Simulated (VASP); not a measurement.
# YSe2 (Fm-3m) in VASP: single point with PBEsol

Aim: the single point of YSe2 with PBEsol.

Everything below comes from runs of VASP 6.6.1. Logs are shortened: lines on timing, memory, paths and dates and some standing lists are left out, and cuts for length are marked.

## Step 1: The cell of the first run

It takes space group Fm-3m (No. 225, cubic). Conventional cell: a = 6.757 Å, b = 6.757 Å, c = 6.757 Å, α = 90.00°, β = 90.00°, γ = 90.00°. Within 3.9 Å of Y (site symmetry m-3m) lie 8 Se at 2.93 Å. Within 3.9 Å of Se (site symmetry -43m) lie 4 Y at 2.93 Å and 6 Se at 3.38 Å.

## Step 2: Single point, PBEsol (25.71 Å³/atom)

Input file INCAR:

```
PREC = Accurate
ENCUT = 520
EDIFF = 1E-6
ISMEAR = 0
SIGMA = 0.05
LREAL = False
LASPH = True
NELM = 100
ALGO = Normal
ISIF = 2
LWAVE = False
LCHARG = False
GGA = PS
NBANDS = 18
```

Input file KPOINTS:

```
regular mesh
0
Gamma
  8 8 8
```

Input file POSCAR:

```
YSe2
1.0
    0.0000000000      3.3784000855      3.3784000855
    3.3784000855      0.0000000000      3.3784000855
    3.3784000855      3.3784000855      0.0000000000
Y Se
1 2
Direct
    0.0000000000      0.0000000000      0.0000000000
    0.2500000000      0.2500000000      0.2500000000
    0.7500000000      0.7500000000      0.7500000000
```

Potentials or basis: VASP PAW PBE potentials, release 64 (Y_sv, Se).

The run is started by

```sh
cat potpaw_PBE.64/Y_sv/POTCAR potpaw_PBE.64/Se/POTCAR > POTCAR
mpirun -np 1 vasp_std > vasp.out
```

OUTCAR:

```text
PREC = Accurate
   ENCUT = 520
   EDIFF = 1E-6
   ISMEAR = 0
   LREAL = False
   LASPH = True
   NELM = 100
   ISIF = 2
   GGA = PS

 ion  position               nearest neighbor table
   1  0.000  0.000  0.000-   3 2.93   3 2.93   3 2.93   2 2.93   3 2.93   2 2.93   2 2.93   2 2.93

   2  0.250  0.250  0.250-   1 2.93   1 2.93   1 2.93   1 2.93
   3  0.750  0.750  0.750-   1 2.93   1 2.93   1 2.93   1 2.93

  LATTYP: Found a face centered cubic cell.
 ALAT       =     6.7568001710

  Lattice vectors:

 A1 = (   0.0000000000,   3.3784000855,   3.3784000855)
 A2 = (   3.3784000855,   0.0000000000,   3.3784000855)
 A3 = (   3.3784000855,   3.3784000855,   0.0000000000)

Analysis of symmetry for initial positions (statically):
=====================================================================
 Subroutine PRICEL returns:
 Original cell was already a primitive cell.

 Routine SETGRP: Setting up the symmetry group for a
 face centered cubic supercell.

 Subroutine GETGRP returns: Found 48 space group operations
 (whereof 48 operations were pure point group operations)
 out of a pool of 48 trial point group operations.

The static configuration has the point symmetry O_h .

Analysis of symmetry for dynamics (positions and initial velocities):
=====================================================================
 Subroutine PRICEL returns:
 Original cell was already a primitive cell.

 Routine SETGRP: Setting up the symmetry group for a
 face centered cubic supercell.

 Subroutine GETGRP returns: Found 48 space group operations
 (whereof 48 operations were pure point group operations)
 out of a pool of 48 trial point group operations.

The dynamic configuration has the point symmetry O_h .

 Subroutine INISYM returns: Found 48 space group operations
 (whereof 48 operations are pure point group operations),
 and found     1 'primitive' translations

----------------------------------------------------------------------------------------

                                     Primitive cell

  volume of cell :      77.1193

  direct lattice vectors                    reciprocal lattice vectors
     0.000000000  3.378400086  3.378400086    -0.147999049  0.147999049  0.147999049
     3.378400086  0.000000000  3.378400086     0.147999049 -0.147999049  0.147999049
     3.378400086  3.378400086  0.000000000     0.147999049  0.147999049 -0.147999049

  length of vectors
     4.777779220  4.777779220  4.777779220     0.256341872  0.256341872  0.256341872

  position of ions in fractional coordinates (direct lattice)
     0.000000000  0.000000000  0.000000000
     0.250000000  0.250000000  0.250000000
     0.750000000  0.750000000  0.750000000

  ion indices of the primitive-cell ions
   primitive index   ion index
                 1           1
                 2           2
                 3           3

----------------------------------------------------------------------------------------

 KPOINTS: regular mesh

Automatic generation of k-mesh.
 Grid dimensions read from file:
 generate k-points for:    8    8    8

 Generating k-lattice:

  Cartesian coordinates                     Fractional coordinates (reciprocal lattice)
    -0.018499881  0.018499881  0.018499881     0.125000000  0.000000000  0.000000000
     0.018499881 -0.018499881  0.018499881     0.000000000  0.125000000  0.000000000
     0.018499881  0.018499881 -0.018499881     0.000000000  0.000000000  0.125000000

  Length of vectors
     0.032042734  0.032042734  0.032042734

  Shift w.r.t. Gamma in fractional coordinates (k-lattice)
     0.000000000  0.000000000  0.000000000

 Subroutine IBZKPT returns following result:
 ===========================================

 Found     29 irreducible k-points:

 Following reciprocal coordinates:
            Coordinates               Weight
  0.000000  0.000000  0.000000      1.000000
  0.125000  0.000000  0.000000      8.000000
  0.250000  0.000000  0.000000      8.000000
  0.375000  0.000000  0.000000      8.000000
  0.500000  0.000000  0.000000      4.000000
  0.125000  0.125000  0.000000      6.000000
[... 16 lines left out ...]
  0.500000  0.250000  0.125000     48.000000
 -0.375000  0.250000  0.125000     24.000000
 [... further k-points ...]
   k-points           NKPTS =     29   k-points in BZ     NKDIM =     29   number of bands    NBANDS=     18
   number of dos      NEDOS =    301   number of ions     NIONS =      3
   total plane-waves  NPLWV =  46656
   dimension x,y,z NGX =    36 NGY =   36 NGZ =   36
   dimension x,y,z NGXF=    72 NGYF=   72 NGZF=   72
   ions per type =               1   2
   NGX,Y,Z   is equivalent  to a cutoff of  12.53, 12.53, 12.53 a.u.
   NGXF,Y,Z  is equivalent  to a cutoff of  25.05, 25.05, 25.05 a.u.
 SYSTEM =  unknown system
   PREC   = accura    normal or accurate (medium, high low for compatibility)
   ISTART =      0    job   : 0-new  1-cont  2-samecut
   ICHARG =      2    charge: 1-file 2-atom 10-const
   ISPIN  =      1    spin polarized calculation?
   LNONCOLLINEAR =      F non collinear calculations
   LSORBIT =      F    spin-orbit coupling
   LASPH  =      T    aspherical Exc in radial PAW
   ENCUT  =  520.0 eV  38.22 Ry    6.18 a.u.   8.88  8.88  8.88*2*pi/ulx,y,z
   NELM   =    100;   NELMIN=  2; NELMDL= -5     # of ELM steps
   EDIFF  = 0.1E-05   stopping-criterion for ELM
   LREAL  =      F    real-space projection
   EDIFFG = 0.1E-04   stopping-criterion for IOM
   NSW    =      0    number of steps for IOM
   IBRION =     -1    ionic relax: 0-MD 1-quasi-New 2-CG
   NFREE  =      0    steps in history (QN), initial steepest desc. (CG)
   ISIF   =      2    stress and relaxation
   ISYM   =      2    0-nonsym 1-usesym 2-fastsym
   POTIM  = 0.5000    time-step for ionic-motion
   TEBEG  =    0.0;   TEEND  =   0.0 temperature during run
   PSTRESS=    0.0 pullay stress
   NELECT =      23.0000    total number of electrons
   NUPDOWN=      -1.0000    fix difference up-down
   EMIN   =  10.00;   EMAX   =-10.00  energy-range for DOS
   EFERMI =   0.00;   METHOD = LEGACY
   ISMEAR =     0;   SIGMA  =   0.05  broadening in eV -4-tet -1-fermi 0-gaus
   EFERMI_NEDOS =   21; number of points for ismear=-14 and -15
   IALGO  =     38    algorithm
   IMIX   =      4    mixing-type and parameters
     AMIX     =   0.40;   BMIX     =  1.00
     AMIX_MAG =   1.60;   BMIX_MAG =  1.00
  volume/ion in A,a.u.               =      25.71       173.48
  Fermi-wavevector in a.u.,A,eV,Ry     =   1.093779  2.066943 16.277373  1.196353
  Thomas-Fermi vector in A             =   2.230071
   LORBIT       =      0    0 simple, 1 ext, 2 COOP (PROOUT), +10 PAW based schemes
   GGA     = PS    functional components
   LHFCALC =     F    Hartree Fock is set to
   AEXX    =    0.0000 exact exchange contribution
   IVDW    =     0    specifies the selected vdW correction
   LEPSILON=     F    determine dielectric tensor
   LRPA    =     F    only Hartree local field effects (RPA)
 non-spin polarized calculation
 Gauss-broadening in eV      SIGMA  =   0.05
  energy-cutoff  :      520.00
  volume of cell :       77.12
 maximum number of plane-waves:      2120
   NGX = 17   NGY = 17   NGZ = 17

 number of electron      23.0000000 magnetization

 Free energy of the ion-electron system (eV)
  ---------------------------------------------------
  ext. energy  EPLUGINS =         0.00000000
  ---------------------------------------------------
  free energy    TOTEN  =       -18.57801400 eV

  energy without entropy =      -18.57748344  energy(sigma->0) =      -18.57774872

 E-fermi :   2.9135     XC(G=0):  -9.6517

 val. band max:        2.8182692894   @ k =  -0.2500   0.1250   0.0000
 cond. band min:       2.9372702505   @ k =   0.3750   0.3750   0.0000
 fundamental gap:      0.1190009610
 Fermi energy:         2.9135289622

 k-point     1 :       0.0000    0.0000    0.0000
  band No.  band energies     occupation
      1     -39.1249      2.00000
      2     -19.1440      2.00000
      3     -19.1440      2.00000
      4     -19.1440      2.00000
      5     -10.2245      2.00000
      6      -7.8833      2.00000
[... 10 lines left out ...]
     17       8.7689      0.00000
     18       8.7689      0.00000

 k-point     2 :       0.1250    0.0000    0.0000
  band No.  band energies     occupation
      1     -39.1246      2.00000
      2     -19.1555      2.00000
      3     -19.1453      2.00000
      4     -19.1453      2.00000
      5     -10.1204      2.00000
      6      -8.0042      2.00000
[... 10 lines left out ...]
     17       8.5918      0.00000
     18       8.5918      0.00000

 k-point     3 :       0.2500    0.0000    0.0000
  band No.  band energies     occupation
      1     -39.1239      2.00000
      2     -19.1827      2.00000
      3     -19.1485      2.00000
      4     -19.1485      2.00000
      5      -9.8416      2.00000
      6      -8.2966      2.00000
[... 10 lines left out ...]
     17       8.6014      0.00000
     18       9.4780      0.00000

 k-point     4 :       0.3750    0.0000    0.0000
  band No.  band energies     occupation
      1     -39.1232      2.00000
      2     -19.2095      2.00000
      3     -19.1516      2.00000
      4     -19.1516      2.00000
      5      -9.4782      2.00000
      6      -8.6387      2.00000
[... 375 lines left out ...]
      4     -19.1524      2.00000
      5      -9.6236      2.00000
      6      -8.4667      2.00000
[... 10 lines left out ...]
     17       8.9611      0.00000
     18       9.5884      0.00000

 k-point    23 :       0.5000    0.2500    0.1250
  band No.  band energies     occupation
      1     -39.1228      2.00000
      2     -19.2047      2.00000
      3     -19.1706      2.00000
      4     -19.1558      2.00000
      5      -9.3142      2.00000
      6      -8.7147      2.00000
[... 10 lines left out ...]
     17       8.6167      0.00000
     18      10.0641      0.00000

 k-point    24 :      -0.3750    0.2500    0.1250
  band No.  band energies     occupation
      1     -39.1225      2.00000
      2     -19.2098      2.00000
      3     -19.1746      2.00000
      4     -19.1575      2.00000
      5      -9.0851      2.00000
      6      -8.9107      2.00000
[... 10 lines left out ...]
     17       8.5547      0.00000
     18      10.2577      0.00000

 [... further k-points ...]
[... 5 lines left out ...]
  --------------------------------------------------------------------------------------
  -------------------------------------------------------------------------------------
  Total        0.0213593      0.0213593      0.0213593      0.0000000      0.0000000      0.0000000
  in kB        0.4437453      0.4437453      0.4437453      0.0000000      0.0000000      0.0000000
  external PRESSURE =       0.4437453 kB  Pullay stress =       0.0000000 kB

 VOLUME and BASIS-vectors are now :
 -----------------------------------------------------------------------------
  energy-cutoff  :      520.00
  volume of cell :       77.12
      direct lattice vectors                 reciprocal lattice vectors
     0.000000000  3.378400086  3.378400086    -0.147999049  0.147999049  0.147999049
     3.378400086  0.000000000  3.378400086     0.147999049 -0.147999049  0.147999049
     3.378400086  3.378400086  0.000000000     0.147999049  0.147999049 -0.147999049

 POSITION                                       TOTAL-FORCE (eV/Angst)
 -----------------------------------------------------------------------------------
      0.00000      0.00000      0.00000         0.000000     -0.000000      0.000000
      1.68920      1.68920      1.68920         0.000000      0.000000     -0.000000
      5.06760      5.06760      5.06760        -0.000000     -0.000000     -0.000000
 -----------------------------------------------------------------------------------
    total drift:                               -0.000000      0.000000      0.000000

  FREE ENERGIE OF THE ION-ELECTRON SYSTEM (eV)
  ---------------------------------------------------
  free  energy   TOTEN  =       -18.5780140015 eV

  energy  without entropy=      -18.5774834354  energy(sigma->0) =      -18.57774872
```

Wall time 52 s (1 thread of Intel Xeon Platinum 8375C at 2.90GHz (Ice Lake), shared host); peak memory 0.23 GiB.

Results:

| Property | Result |
| --- | --- |
| Free energy | -18.5780 eV |
| Pressure | 0.0 GPa |
| Band gap on the k mesh | zero (an odd number of electrons rules out a gap without spin polarisation) |

Levels at points of the mesh, in eV from the Fermi level:
| k point | band 7 | band 8 | band 9 | band 10 | band 11 | band 12 | band 13 | band 14 | band 15 | band 16 |
| --- | --- | --- | --- | --- | --- | --- | --- | --- | --- | --- |
| (0.00, 0.00, 0.00) | -3.51 | -3.51 | -3.51 | 0.19 | 0.19 | 0.19 | 2.26 | 2.26 | 4.48 | 5.86 |
| (0.50, 0.00, 0.00) | -2.70 | -2.70 | -2.27 | -1.90 | -1.49 | -1.49 | 2.83 | 2.83 | 4.16 | 6.29 |
| (0.50, 0.50, 0.00) | -4.71 | -3.07 | -3.07 | -0.37 | -0.37 | 1.19 | 1.94 | 3.45 | 4.14 | 5.15 |

Caveat: the PAW data sets were made with another functional, which shifts forces and pressure a little.

The gap in the log of VASP goes by the Fermi energy; the results here count the filled bands.